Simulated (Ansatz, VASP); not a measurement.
**GaSb: VASP beside Ansatz**

POSCAR

```
GaSb
1.0
    0.0000000000      3.0505494054      3.0505494054
    3.0505494054      0.0000000000      3.0505494054
    3.0505494054      3.0505494054      0.0000000000
Ga Sb
1 1
Direct
    0.0000000000      0.0000000000      0.0000000000
    0.2500000000      0.2500000000      0.2500000000
```

INCAR.step1

```
PREC = Accurate
ENCUT = 550
ISMEAR = -1
SIGMA = 0.02
LREAL = F
LASPH = T
NELM = 120
NBANDS = 21
GGA = PE
ALGO = Normal
EDIFF = 1E-5
LWAVE = T
LCHARG = F
GGA_COMPAT = F
```

INCAR.step2

```
PREC = Accurate
ENCUT = 550
EDIFF = 1E-6
ISMEAR = -1
SIGMA = 0.02
LREAL = F
LASPH = T
NELM = 120
ALGO = Normal
ISIF = 2
LWAVE = F
LCHARG = T
METAGGA = R2SCAN
LMIXTAU = T
LELF = T
LVHAR = T
NBANDS = 21
ISTART = 1
GGA_COMPAT = F
```

Contents of KPOINTS:

```
regular mesh
0
Gamma
  8 8 8
```

Input for Ansatz:

```yaml
crystal:
  lattice:
    - [0.0, 3.0505494054, 3.0505494054]
    - [3.0505494054, 0.0, 3.0505494054]
    - [3.0505494054, 3.0505494054, 0.0]
  atoms:
    - { symbol: Ga, position: [0.0, 0.0, 0.0] }
    - { symbol: Sb, position: [0.25, 0.25, 0.25] }
kpoints:
  mp_grid: { grid: [8, 8, 8] }
  band_path:
    path:
      - [0.0, 0.0, 0.0]
      - [-0.5, -0.5, 0.0]
      - [-0.375, -0.375, 0.25]
      - [-0.375, 0.0, 0.375]
      - [0.0, 0.0, 0.5]
      - [-0.5, -0.25, 0.25]
    npoints: 1
hamiltonian:
  xc: r2scan
scf:
  occupations: { method: fermi_dirac, width: 0.02 }
  n_extra_bands: 4
output:
  forces: true
  stress: true
  eigenvalues: true
```

Change from the starting cell: hydrostatic strain -0.5%.

Alike in both runs: task single point; functional r2SCAN; k mesh 8 × 8 × 8; occupations fermi-dirac, width 0.02 eV; no spin polarisation.

```csv
,VASP,Ansatz
version,VASP 6.6.1,Ansatz 0.2.0
potentials or method,"VASP PAW PBE potentials, release 64 (Ga_d, Sb_d_GW)","plane waves, PAW"
plane-wave cutoff (eV),550,500
valence electrons in the cell,28,28
```

```csv
,VASP,Ansatz,Ansatz less VASP
pressure (GPa),0.8,0.8,-0.01
```

VASP's potentials were made for PBE, not for r2SCAN.

Neither program's run includes spin-orbit coupling.
